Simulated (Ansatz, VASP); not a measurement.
Two plane-wave programs on CaSe

INCAR

```
PREC = Accurate ; ENCUT = 520
EDIFF = 1E-8 ; ISMEAR = -1
SIGMA = 0.02 ; LREAL = False
LASPH = True ; NELM = 80
ALGO = Normal ; ISIF = 2
LWAVE = False ; LCHARG = False
GGA = PE ; LEFG = True
NBANDS = 15
```

File KPOINTS:

```
Automatic mesh
0
Gamma
  7 7 7
```

The input POSCAR:

```
CaSe
1.0
    0.0000000000      2.9126333464      3.0446800000
    2.9126333464      0.0000000000      3.0446800000
    2.9126333464      2.9126333464      0.0000000000
Ca Se
1 1
Direct
    0.0000000000      0.0000000000      0.0000000000
    0.5000000000      0.5000000000      0.5000000000
```

Input for Ansatz:

```yaml
crystal:
  lattice:
    - [0.0, 2.9126333464, 3.04468]
    - [2.9126333464, 0.0, 3.04468]
    - [2.9126333464, 2.9126333464, 0.0]
  atoms:
    - { symbol: Ca, position: [0.0, 0.0, 0.0] }
    - { symbol: Se, position: [0.5, 0.5, 0.5] }
kpoints:
  mp_grid: { grid: [7, 7, 7] }
scf:
  occupations: { method: fermi_dirac, width: 0.02 }
hamiltonian:
  xc: pbe
  pseudopotentials: { kind: paw }
output:
  forces: true
  stress: true
  eigenvalues: true
  efg: { contact_densities: true }
  write_density: true
  write_potential: true
  elf: true
  volumetric_format: npy
```

Change from the starting cell: z stretched by +3 % at fixed volume, PAW files.

Alike in both runs: task electric field gradients; functional PBE; k mesh 7 × 7 × 7; occupations fermi-dirac, width 0.02 eV; no spin polarisation.

```csv
,VASP,Ansatz
version,VASP 6.6.1,Ansatz 0.2.0
potentials or method,"VASP PAW PBE potentials, release 64 (Ca_sv, Se)","PAW with Ansatz's default frozen-core files, scalar-relativistic"
plane-wave cutoff (eV),520,420
valence electrons in the cell,16,26
```

VASP gave:

```
gap on the k mesh at the Fermi level (eV)                     : 2.07
pressure (GPa)                                                : 1.6
traceless stress, the component that is largest in VASP (GPa) : -2.68
size of Vzz on the site where it differs most (V/Å²)          : 26.4
```

Question: What did Ansatz give for the same quantities?

Answer: gap on the k mesh at the Fermi level (eV): 2.08; pressure (GPa): 1.4; traceless stress, the component that is largest in VASP (GPa): -2.63; size of Vzz on the site where it differs most (V/Å²): 25.7.

With one functional, cell and mesh, what is left measures potentials, basis and numerics. VASP's potentials hold 16 valence electrons a cell and Ansatz's 26, so a difference there can come from the potentials and not from the codes.
